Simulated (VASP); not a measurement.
# ZrC in VASP: further runs, part 2 of 3

VASP 6.6.1. Earlier steps stand in the parts before.

## Step 3: Electric field gradients, PBEsol (equal xy, yz and zx shear strains of +3 %)

Contents of INCAR:

```
  PREC = Accurate
  ENCUT = 520
  EDIFF = 1E-8
  ISMEAR = -1
  SIGMA = 0.05
  LREAL = F
  LASPH = T
  NELM = 60
  ALGO = Normal
  ISIF = 2
  LWAVE = F
  LCHARG = F
  GGA = PS
  LEFG = T
  NBANDS = 15
```

Contents of KPOINTS:

```
Automatic mesh
0
Gamma
  15 15 15
```

Contents of POSCAR:

```
ZrC
1.0
    0.0705063000      2.3854631500      2.3854631500
    2.3854631500      0.0705063000      2.3854631500
    2.3854631500      2.3854631500      0.0705063000
Zr C
1 1
Direct
    0.5000000000      0.5000000000      0.5000000000
    0.0000000000      0.0000000000      0.0000000000
```

Potentials or basis: VASP PAW PBE potentials, release 64 (Zr_sv, C).

On the command line:

```bash
$ cat potpaw_PBE.64/Zr_sv/POTCAR potpaw_PBE.64/C/POTCAR > POTCAR
$ mpirun -np 1 vasp_std > vasp.out
```

OUTCAR:

```text
PREC = Accurate
   ENCUT = 520
   EDIFF = 1E-8
   ISMEAR = -1
   LREAL = F
   LASPH = T
   NELM = 60
   ISIF = 2
   GGA = PS

 ion  position               nearest neighbor table
   1  0.500  0.500  0.500-   2 2.35   2 2.35   2 2.35   2 2.35   2 2.35   2 2.35
   2  0.000  0.000  0.000-   1 2.35   1 2.35   1 2.35   1 2.35   1 2.35   1 2.35

  LATTYP: Found a trigonal (rhomboedric) cell.
 ALAT       =     3.3742910394
 COS(alpha) =     0.5293254421

  Lattice vectors:

 A1 = (   0.0705063000,   2.3854631500,   2.3854631500)
 A2 = (   2.3854631500,   0.0705063000,   2.3854631500)
 A3 = (   2.3854631500,   2.3854631500,   0.0705063000)

Analysis of symmetry for initial positions (statically):
=====================================================================
 Subroutine PRICEL returns:
 Original cell was already a primitive cell.

 Routine SETGRP: Setting up the symmetry group for a
 trigonal (rhombohedral) supercell.

 Subroutine GETGRP returns: Found 12 space group operations
 (whereof 12 operations were pure point group operations)
 out of a pool of 12 trial point group operations.

The static configuration has the point symmetry D_3d.

Analysis of symmetry for dynamics (positions and initial velocities):
=====================================================================
 Subroutine PRICEL returns:
 Original cell was already a primitive cell.

 Routine SETGRP: Setting up the symmetry group for a
 trigonal (rhombohedral) supercell.

 Subroutine GETGRP returns: Found 12 space group operations
 (whereof 12 operations were pure point group operations)
 out of a pool of 12 trial point group operations.

The dynamic configuration has the point symmetry D_3d.

 Subroutine INISYM returns: Found 12 space group operations
[... 569 lines left out ...]
      2     -16.4567      2.00000
      3     -16.3062      2.00000
      4     -16.2590      2.00000
      5      -0.9918      2.00000
      6       7.1660      2.00000
      7       8.8036      2.00000
      8       9.0044      1.99991
      9      10.0702      0.00003
     10      12.3279      0.00000
     11      12.9217      0.00000
     12      13.4719      0.00000
     13      15.4197      0.00000
     14      18.9107      0.00000
     15      22.1072      0.00000

 [... further k-points ...]
[... 5 lines left out ...]
  --------------------------------------------------------------------------------------
  -------------------------------------------------------------------------------------
  Total       -0.6584390     -0.6584390     -0.6584390     -0.7723955     -0.7723955     -0.7723955
  in kB      -40.6599098    -40.6599098    -40.6599098    -47.6969512    -47.6969512    -47.6969512
  external PRESSURE =     -40.6599098 kB  Pullay stress =       0.0000000 kB

 VOLUME and BASIS-vectors are now :
 -----------------------------------------------------------------------------
  energy-cutoff  :      520.00
  volume of cell :       25.95
      direct lattice vectors                 reciprocal lattice vectors
     0.070506300  2.385463150  2.385463150    -0.219132185  0.212841309  0.212841309
     2.385463150  0.070506300  2.385463150     0.212841309 -0.219132185  0.212841309
     2.385463150  2.385463150  0.070506300     0.212841309  0.212841309 -0.219132185

 POSITION                                       TOTAL-FORCE (eV/Angst)
 -----------------------------------------------------------------------------------
      2.42072      2.42072      2.42072        -0.000000      0.000000     -0.000000
      0.00000      0.00000      0.00000         0.000000     -0.000000      0.000000
 -----------------------------------------------------------------------------------
    total drift:                                0.000000      0.000000      0.000000

  FREE ENERGIE OF THE ION-ELECTRON SYSTEM (eV)
  ---------------------------------------------------
  free  energy   TOTEN  =       -20.5345496419 eV

  energy  without entropy=      -20.5319694078  energy(sigma->0) =      -20.53325952

 Electric field gradients (V/A^2)
---------------------------------------------------------------------
 ion       V_xx      V_yy      V_zz      V_xy      V_xz      V_yz
---------------------------------------------------------------------
   1       0.000     0.000     0.000    -1.313    -1.313    -1.313
   2      -0.000     0.000     0.000    -0.635    -0.635    -0.635
---------------------------------------------------------------------

 Electric field gradients after diagonalization (V/A^2)
 (convention: |V_zz| > |V_xx| > |V_yy|)
----------------------------------------------------------------------
 ion       V_xx      V_yy      V_zz     asymmetry (V_yy - V_xx)/ V_zz
----------------------------------------------------------------------
   1       1.313     1.313    -2.626       0.000
   2       0.635     0.635    -1.271       0.000
----------------------------------------------------------------------

           NMR quadrupolar parameters

 Cq : quadrupolar parameter    Cq=e*Q*V_zz/h
 eta: asymmetry parameters     (V_yy - V_xx)/ V_zz
 Q  : nuclear electric quadrupole moment in mb (millibarn)
----------------------------------------------------------------------
 ion       Cq(MHz)       eta       Q (mb)
----------------------------------------------------------------------
   1      -0.006       0.000       1.000
   2      -0.003       0.000       1.000
----------------------------------------------------------------------
```

OSZICAR:

```text
N       E                     dE             d eps       ncg     rms          rms(c)
DAV:   1     0.994797806892E+02    0.99480E+02   -0.85737E+03 10328   0.108E+03
DAV:   2    -0.176366164370E+02   -0.11712E+03   -0.10966E+03 13225   0.288E+02
DAV:   3    -0.236062150655E+02   -0.59696E+01   -0.59298E+01 16996   0.549E+01
DAV:   4    -0.237609626553E+02   -0.15475E+00   -0.15466E+00 12726   0.606E+00
DAV:   5    -0.237625183260E+02   -0.15557E-02   -0.15556E-02 13672   0.570E-01    0.208E+01
DAV:   6    -0.206685986805E+02    0.30939E+01   -0.56833E+00 12549   0.218E+01    0.762E+00
DAV:   7    -0.205597742233E+02    0.10882E+00   -0.56941E-01 11837   0.561E+00    0.637E+00
DAV:   8    -0.205639009854E+02   -0.41268E-02   -0.30322E-01 12931   0.407E+00    0.422E+00
DAV:   9    -0.205348088463E+02    0.29092E-01   -0.53625E-02 11615   0.159E+00    0.529E-01
DAV:  10    -0.205345643117E+02    0.24453E-03   -0.36042E-03 13456   0.541E-01    0.840E-02
DAV:  11    -0.205345538724E+02    0.10439E-04   -0.13145E-04 11986   0.118E-01    0.360E-02
DAV:  12    -0.205345500951E+02    0.37772E-05   -0.34798E-06 13157   0.168E-02    0.832E-03
DAV:  13    -0.205345497091E+02    0.38604E-06   -0.12520E-06 13253   0.739E-03    0.308E-03
DAV:  14    -0.205345496470E+02    0.62113E-07   -0.73723E-08 12007   0.182E-03    0.545E-04
DAV:  15    -0.205345496419E+02    0.50150E-08   -0.37031E-09  9067   0.456E-04
   1 F= -.20534550E+02 E0= -.20533260E+02  d E =-.258023E-02
```

Run time: 98 s. Hardware: 1 thread of Intel Xeon Platinum 8488C (Sapphire Rapids), shared host; peak memory 0.26 GiB.

What came out:

| Property | Result |
| --- | --- |
| Free energy | -20.5345 eV |
| Pressure | -4.1 GPa |
| Band gap on the k mesh | zero (band 8 reaches 10.56 eV, above the bottom of band 9 at 9.27 eV) |

Electric field gradients, principal values (V/Å²):
| atom | least | middle | greatest (by size) |
| --- | --- | --- | --- |
| 1 Zr | 1.313 | 1.313 | -2.626 |
| 2 C | 0.635 | 0.635 | -1.271 |

Caveat: the cell differs from its parent crystal (equal xy, yz and zx shear strains of +3 %); without QUAD_EFG the Cq values of the log hold for a quadrupole moment of 1 mb, not for the nuclei; the PAW data sets were made with another functional, which shifts forces and pressure a little.

## Step 4: Electric field gradients, PBEsol (equal xx and yy strain of +1 %)

Contents of INCAR:

```
PREC = Accurate
ENCUT = 520
EDIFF = 1E-8
ISMEAR = -1
SIGMA = 0.05
LREAL = False
LASPH = True
NELM = 60
ALGO = Normal
ISIF = 2
LWAVE = False
LCHARG = False
GGA = PS
LEFG = True
NBANDS = 15
```

Contents of KPOINTS:

```
regular mesh
0
Gamma
  15 15 15
```

Contents of POSCAR:

```
ZrC
1.0
    0.0000000000      2.3737121000      2.3502100000
    2.3737121000      0.0000000000      2.3502100000
    2.3737121000      2.3737121000      0.0000000000
Zr C
1 1
Direct
    0.5000000000      0.5000000000      0.5000000000
    0.0000000000      0.0000000000      0.0000000000
```

Potentials or basis: VASP PAW PBE potentials, release 64 (Zr_sv, C).

On the command line:

```bash
$ cat potpaw_PBE.64/Zr_sv/POTCAR potpaw_PBE.64/C/POTCAR > POTCAR
$ mpirun -np 1 vasp_std > vasp.out
```

OUTCAR:

```text
PREC = Accurate
   ENCUT = 520
   EDIFF = 1E-8
   ISMEAR = -1
   LREAL = False
   LASPH = True
   NELM = 60
   ISIF = 2
   GGA = PS

 ion  position               nearest neighbor table
   1  0.500  0.500  0.500-   2 2.35   2 2.35   2 2.37   2 2.37   2 2.37   2 2.37
   2  0.000  0.000  0.000-   1 2.35   1 2.35   1 2.37   1 2.37   1 2.37   1 2.37

  LATTYP: Found a body centered tetragonal cell.
 ALAT       =     3.3569358450
 C/A-ratio  =     1.4002114479

  Lattice vectors:

 A1 = (   0.0000000000,  -2.3737121000,  -2.3502100000)
 A2 = (   0.0000000000,   2.3737121000,  -2.3502100000)
 A3 = (   2.3737121000,   0.0000000000,   2.3502100000)

Analysis of symmetry for initial positions (statically):
=====================================================================
 Subroutine PRICEL returns:
 Original cell was already a primitive cell.

 Routine SETGRP: Setting up the symmetry group for a
 body centered tetragonal supercell.

[... 620 lines left out ...]
  volume of cell :       26.48
      direct lattice vectors                 reciprocal lattice vectors
     0.000000000  2.373712100  2.350210000    -0.210640541  0.210640541  0.212746946
     2.373712100  0.000000000  2.350210000     0.210640541 -0.210640541  0.212746946
     2.373712100  2.373712100  0.000000000     0.210640541  0.210640541 -0.212746946

 POSITION                                       TOTAL-FORCE (eV/Angst)
 -----------------------------------------------------------------------------------
      2.37371      2.37371      2.35021        -0.000000      0.000000      0.000000
      0.00000      0.00000      0.00000         0.000000     -0.000000      0.000000
 -----------------------------------------------------------------------------------
    total drift:                                0.000000      0.000000      0.000000

  FREE ENERGIE OF THE ION-ELECTRON SYSTEM (eV)
  ---------------------------------------------------
  free  energy   TOTEN  =       -20.5459989513 eV

  energy  without entropy=      -20.5433764343  energy(sigma->0) =      -20.54468769

 Electric field gradients (V/A^2)
---------------------------------------------------------------------
 ion       V_xx      V_yy      V_zz      V_xy      V_xz      V_yz
---------------------------------------------------------------------
   1       7.195     7.195   -14.391    -0.000    -0.000    -0.000
   2       0.596     0.596    -1.192    -0.000    -0.000    -0.000
---------------------------------------------------------------------

 Electric field gradients after diagonalization (V/A^2)
 (convention: |V_zz| > |V_xx| > |V_yy|)
----------------------------------------------------------------------
 ion       V_xx      V_yy      V_zz     asymmetry (V_yy - V_xx)/ V_zz
----------------------------------------------------------------------
   1       7.196     7.195   -14.391       0.000
   2       0.596     0.596    -1.192       0.000
----------------------------------------------------------------------

           NMR quadrupolar parameters

 Cq : quadrupolar parameter    Cq=e*Q*V_zz/h
 eta: asymmetry parameters     (V_yy - V_xx)/ V_zz
 Q  : nuclear electric quadrupole moment in mb (millibarn)
----------------------------------------------------------------------
 ion       Cq(MHz)       eta       Q (mb)
----------------------------------------------------------------------
   1      -0.035       0.000       1.000
   2      -0.003       0.000       1.000
----------------------------------------------------------------------
```

It took 83 s on 1 thread of Intel Xeon Platinum 8559C (Emerald Rapids), shared host; peak memory 0.24 GiB.

Results:

```
Free energy            : -20.5460 eV
Pressure               : -8.4 GPa
Band gap on the k mesh : zero (band 8 reaches 10.24 eV, above the bottom of band 9 at 8.84 eV)
```

Electric field gradients, principal values (V/Å²):
```csv
atom,least,middle,greatest (by size)
1 Zr,7.195,7.196,-14.391
2 C,0.596,0.596,-1.192
```

Caveat: the cell differs from its parent crystal (equal xx and yy strain of +1 %); without QUAD_EFG the Cq values of the log hold for a quadrupole moment of 1 mb, not for the nuclei; the PAW data sets were made with another functional, which shifts forces and pressure a little.

(Continued in part 3 of 3.)
